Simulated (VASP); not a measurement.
# SrTiO3 (nc) (Pm-3m) in VASP: further runs, part 2 of 2

VASP 6.6.1. Earlier steps stand in the parts before.

### Step 3. Single point, PBE

This run uses another cell than the first one, of 12.19 Å³/atom, 1.024 times its volume.

The input, INCAR:

```
PREC = Accurate
ENCUT = 520
EDIFF = 1E-6
ISMEAR = 0
SIGMA = 0.02
LREAL = False
LASPH = True
NELM = 60
ALGO = Normal
ISIF = 2
LWAVE = False
LCHARG = False
GGA = PE
NBANDS = 28
```

The input, KPOINTS:

```
regular mesh
0
Gamma
  8 8 8
```

The input, POSCAR:

```
SrTiO3
1.0
    3.9356873101      0.0000000000      0.0000000000
    0.0000000000      3.9356873101      0.0000000000
    0.0000000000      0.0000000000      3.9356873101
Sr Ti O
1 1 3
Direct
    0.5000000000      0.5000000000      0.5000000000
    0.0000000000      0.0000000000      0.0000000000
    0.5000000000      0.0000000000      0.0000000000
    0.0000000000      0.5000000000      0.0000000000
    0.0000000000      0.0000000000      0.5000000000
```

Potentials or basis: VASP PAW PBE potentials, release 64 (Sr_sv, Ti_sv, O).

Command:

```console
$ cat potpaw_PBE.64/Sr_sv/POTCAR potpaw_PBE.64/Ti_sv/POTCAR potpaw_PBE.64/O/POTCAR > POTCAR
$ mpirun -np 1 vasp_std > vasp.out
```

OUTCAR:

```text
PREC = Accurate
   ENCUT = 520
   EDIFF = 1E-6
   ISMEAR = 0
   LREAL = False
   LASPH = True
   NELM = 60
   ISIF = 2
   GGA = PE

 ion  position               nearest neighbor table
   1  0.500  0.500  0.500-   3 2.78   4 2.78   5 2.78   3 2.78   4 2.78   3 2.78   5 2.78   3 2.78
                             4 2.78   5 2.78   4 2.78   5 2.78   2 3.41   2 3.41   2 3.41   2 3.41
   2  0.000  0.000  0.000-   3 1.97   4 1.97   5 1.97   5 1.97   4 1.97   3 1.97   1 3.41   1 3.41
                             1 3.41   1 3.41   1 3.41   1 3.41   1 3.41   1 3.41
   3  0.500  0.000  0.000-   2 1.97   2 1.97   1 2.78   1 2.78   1 2.78   1 2.78
   4  0.000  0.500  0.000-   2 1.97   2 1.97   1 2.78   1 2.78   1 2.78   1 2.78
   5  0.000  0.000  0.500-   2 1.97   2 1.97   1 2.78   1 2.78   1 2.78   1 2.78

  LATTYP: Found a simple cubic cell.
 ALAT       =     3.9356873101

  Lattice vectors:

 A1 = (   3.9356873101,   0.0000000000,   0.0000000000)
 A2 = (   0.0000000000,   3.9356873101,   0.0000000000)
 A3 = (   0.0000000000,   0.0000000000,   3.9356873101)

Analysis of symmetry for initial positions (statically):
=====================================================================
 Subroutine PRICEL returns:
 Original cell was already a primitive cell.

 Routine SETGRP: Setting up the symmetry group for a
 simple cubic supercell.

 Subroutine GETGRP returns: Found 48 space group operations
 (whereof 48 operations were pure point group operations)
 out of a pool of 48 trial point group operations.

The static configuration has the point symmetry O_h .

Analysis of symmetry for dynamics (positions and initial velocities):
=====================================================================
 Subroutine PRICEL returns:
 Original cell was already a primitive cell.

 Routine SETGRP: Setting up the symmetry group for a
 simple cubic supercell.

 Subroutine GETGRP returns: Found 48 space group operations
 (whereof 48 operations were pure point group operations)
 out of a pool of 48 trial point group operations.

[... 122 lines left out ...]
   EFERMI_NEDOS =   21; number of points for ismear=-14 and -15
   IALGO  =     38    algorithm
   IMIX   =      4    mixing-type and parameters
     AMIX     =   0.40;   BMIX     =  1.00
     AMIX_MAG =   1.60;   BMIX_MAG =  1.00
  volume/ion in A,a.u.               =      12.19        82.28
  Fermi-wavevector in a.u.,A,eV,Ry     =   1.422572  2.688271 27.534259  2.023711
  Thomas-Fermi vector in A             =   2.543261
   LORBIT       =      0    0 simple, 1 ext, 2 COOP (PROOUT), +10 PAW based schemes
   GGA     = PE    functional components
   LHFCALC =     F    Hartree Fock is set to
   AEXX    =    0.0000 exact exchange contribution
   IVDW    =     0    specifies the selected vdW correction
   LEPSILON=     F    determine dielectric tensor
   LRPA    =     F    only Hartree local field effects (RPA)
 non-spin polarized calculation
 Gauss-broadening in eV      SIGMA  =   0.02
  energy-cutoff  :      520.00
  volume of cell :       60.96
 maximum number of plane-waves:      1667
 NGX is ok and might be reduce to    30
   NGX = 15   NGY = 15   NGZ = 15

 number of electron      39.9999990 magnetization

 Free energy of the ion-electron system (eV)
  ---------------------------------------------------
  ext. energy  EPLUGINS =         0.00000000
  ---------------------------------------------------
  free energy    TOTEN  =       -40.10309283 eV

  energy without entropy =      -40.10309283  energy(sigma->0) =      -40.10309283

 E-fermi :   4.1584     XC(G=0): -11.1474

 val. band max:        3.9746359036   @ k =   0.5000   0.5000   0.5000
 cond. band min:       5.7863278337   @ k =   0.0000   0.0000   0.0000
 fundamental gap:      1.8116919301
 Fermi energy:         4.1584129091

 k-point     1 :       0.0000    0.0000    0.0000
  band No.  band energies     occupation
      1     -52.5869      2.00000
      2     -28.8882      2.00000
      3     -28.8182      2.00000
      4     -28.8182      2.00000
      5     -28.8182      2.00000
      6     -13.3684      2.00000
[... 733 lines left out ...]
     27      12.1000      0.00000
     28      12.5916      0.00000

 [... further k-points ...]
[... 5 lines left out ...]
  --------------------------------------------------------------------------------------
  -------------------------------------------------------------------------------------
  Total        0.2827963      0.2827963      0.2827963     -0.0000000      0.0000000     -0.0000000
  in kB        7.4322892      7.4322892      7.4322892     -0.0000000      0.0000000     -0.0000000
  external PRESSURE =       7.4322892 kB  Pullay stress =       0.0000000 kB

 VOLUME and BASIS-vectors are now :
 -----------------------------------------------------------------------------
  energy-cutoff  :      520.00
  volume of cell :       60.96
      direct lattice vectors                 reciprocal lattice vectors
     3.935687310  0.000000000  0.000000000     0.254085226  0.000000000  0.000000000
     0.000000000  3.935687310  0.000000000     0.000000000  0.254085226  0.000000000
     0.000000000  0.000000000  3.935687310     0.000000000  0.000000000  0.254085226

 POSITION                                       TOTAL-FORCE (eV/Angst)
 -----------------------------------------------------------------------------------
      1.96784      1.96784      1.96784         0.000000      0.000000      0.000000
      0.00000      0.00000      0.00000         0.000000      0.000000      0.000000
      1.96784      0.00000      0.00000         0.000000      0.000000      0.000000
      0.00000      1.96784      0.00000         0.000000      0.000000      0.000000
      0.00000      0.00000      1.96784         0.000000      0.000000      0.000000
 -----------------------------------------------------------------------------------
    total drift:                                0.000000     -0.000000      0.000000

  FREE ENERGIE OF THE ION-ELECTRON SYSTEM (eV)
  ---------------------------------------------------
  free  energy   TOTEN  =       -40.1030928344 eV

  energy  without entropy=      -40.1030928344  energy(sigma->0) =      -40.10309283
```

OSZICAR:

```text
N       E                     dE             d eps       ncg     rms          rms(c)
DAV:   1     0.420272440233E+03    0.42027E+03   -0.20842E+04  1960   0.156E+03
DAV:   2    -0.843240038458E+01   -0.42870E+03   -0.40967E+03  2248   0.430E+02
DAV:   3    -0.481762813143E+02   -0.39744E+02   -0.39425E+02  2308   0.132E+02
DAV:   4    -0.504554462188E+02   -0.22792E+01   -0.22739E+01  3292   0.266E+01
DAV:   5    -0.504955521126E+02   -0.40106E-01   -0.40093E-01  2644   0.303E+00    0.258E+01
DAV:   6    -0.401749116281E+02    0.10321E+02   -0.54419E+01  2760   0.638E+01    0.141E+01
DAV:   7    -0.401946125630E+02   -0.19701E-01   -0.82479E+00  2504   0.214E+01    0.106E+01
DAV:   8    -0.401390910935E+02    0.55521E-01   -0.12953E+00  2364   0.116E+01    0.317E+00
DAV:   9    -0.401179981640E+02    0.21093E-01   -0.29153E-01  2616   0.429E+00    0.128E+00
DAV:  10    -0.401068162454E+02    0.11182E-01   -0.89035E-02  2500   0.227E+00    0.614E-01
DAV:  11    -0.401032317740E+02    0.35845E-02   -0.18092E-02  3016   0.132E+00    0.167E-01
DAV:  12    -0.401031405621E+02    0.91212E-04   -0.14775E-03  2336   0.417E-01    0.136E-01
DAV:  13    -0.401031077166E+02    0.32846E-04   -0.32548E-04  2884   0.137E-01    0.590E-02
DAV:  14    -0.401030960306E+02    0.11686E-04   -0.22850E-04  2416   0.121E-01    0.277E-02
DAV:  15    -0.401030937194E+02    0.23111E-05   -0.45436E-05  2752   0.535E-02    0.163E-02
DAV:  16    -0.401030928344E+02    0.88501E-06   -0.45963E-06  2124   0.254E-02
   1 F= -.40103093E+02 E0= -.40103093E+02  d E =-.141471E-40
```

It took 58 s on 1 thread of AMD EPYC 7R43 (Zen 3), shared host; peak memory 0.17 GiB.

Results:

| Quantity | Value |
| --- | --- |
| Free energy | -40.1031 eV |
| Pressure | 0.7 GPa |
| Band gap on the k mesh | 1.81 eV, indirect (least direct gap 2.18 eV) |

A k mesh can miss the band edges. As with any semilocal functional, this PBE gap is likely too small.

### Step 4. Relaxation of cell and atoms, PBE

The input, INCAR:

```
ALGO     = Normal         # electronic algorithm
EDIFF    = 1E-6           # SCF threshold, eV
EDIFFG   = -0.002         # ionic threshold
ENCUT    = 600            # plane-wave cutoff, eV
GGA      = PE             # functional
IBRION   = 2              # ionic algorithm
ISIF     = 3              # what is computed and relaxed
ISMEAR   = 0              # smearing method
LASPH    = True           # aspherical terms in the spheres
LCHARG   = False          # write CHGCAR
LREAL    = False          # projectors in reciprocal space
LWAVE    = False          # write WAVECAR
NELM     = 100            # most SCF steps
NSW      = 100            # ionic steps
PREC     = Accurate       # precision mode
SIGMA    = 0.02           # smearing width, eV
```

The input, KPOINTS:

```
k-points
0
Gamma
  8 8 8
```

Edit POSCAR of step 3 so:

```diff
@@ -2,5 +2,5 @@
 1.0
-    3.9356873101      0.0000000000      0.0000000000
-    0.0000000000      3.9356873101      0.0000000000
-    0.0000000000      0.0000000000      3.9356873101
+    3.9052800000      0.0000000000      0.0000000000
+    0.0000000000      3.9052800000      0.0000000000
+    0.0000000000      0.0000000000      3.9052800000
 Sr Ti O
```

Command:

```console
$ cat potpaw_PBE.64/Sr_sv/POTCAR potpaw_PBE.64/Ti_sv/POTCAR potpaw_PBE.64/O/POTCAR > POTCAR
$ mpirun -np 1 vasp_std > vasp.out
```

Run time: 48 s. Hardware: 1 thread of Intel Xeon 6975P-C (Granite Rapids), shared host; peak memory 0.23 GiB.

Results (log left out):

- Free energy: -40.1069 eV
- Relaxed volume: 12.23 Å³/atom
- Relaxed cell: a = 3.940 Å, b = 3.940 Å, c = 3.940 Å, α = 90.00°, β = 90.00°, γ = 90.00°
- Space group after relaxing (to 0.05 Å): Pm-3m (No. 221)
- Energy gained by relaxing: 4.6 meV/atom
- Ionic steps: 3
- Pressure after relaxing: 0.0 GPa
- Band gap on the k mesh: 1.81 eV, indirect (least direct gap 2.18 eV)

The path:
```
step  energy change (eV)  largest force (eV/Å)  pressure (GPa)  volume (Å³)
   1              0.0000                0.0000            4.69        59.56
   2             -0.0057                0.0000           -3.75        62.62
   3             -0.0232                0.0000           -0.02        61.17
```

Final structure:
```
Sr Ti O
1.0
     3.94020    0.00000    0.00000
     0.00000    3.94020    0.00000
     0.00000    0.00000    3.94020
Sr Ti O
1 1 3
Direct
  0.50000 0.50000 0.50000
  0.00000 0.00000 0.00000
  0.50000 0.00000 0.00000
  0.00000 0.50000 0.00000
  0.00000 0.00000 0.50000
```

Levels at points of the mesh, in eV from the valence-band top:
```
           k point  band 16  band 17  band 18  band 19  band 20  band 21  band 22  band 23  band 24
(0.00, 0.00, 0.00)    -1.12    -1.12    -0.37    -0.37    -0.37     1.81     1.81     1.81     4.12
(0.50, 0.00, 0.00)    -2.29    -2.29    -1.90    -0.73    -0.73     1.96     3.64     3.64     4.13
(0.50, 0.50, 0.00)    -2.76    -1.74    -1.54    -1.54    -0.09     3.65     3.65     4.09     5.05
(0.50, 0.50, 0.50)    -3.66    -3.66     0.00     0.00     0.00     4.29     4.29     4.29     6.84
```

### Step 5. The runs side by side

| task | cell | k mesh | cutoff (eV) | smearing | gap on the mesh (eV) | pressure (GPa) |
| --- | --- | --- | --- | --- | --- | --- |
| single point | a = 3.905 Å, 5 atoms | 6 × 6 × 6 | 520 | gaussian 0.1 eV | 1.85 | 4.9 |
| single point | a = 3.936 Å, 5 atoms | 8 × 8 × 8 | 520 | gaussian 0.02 eV | 1.81 | 0.7 |
| relaxation of cell and atoms | relaxed from a = 3.905 Å, 5 atoms | 8 × 8 × 8 | 600 | gaussian 0.02 eV | 1.81 | 0.0 |

Alike in all rows: level PBE; potentials or basis VASP PAW PBE potentials, release 64 (Sr_sv, Ti_sv, O); no spin polarisation.

Total energies depend on the potentials used, so only differences within one code and one set of settings carry meaning.
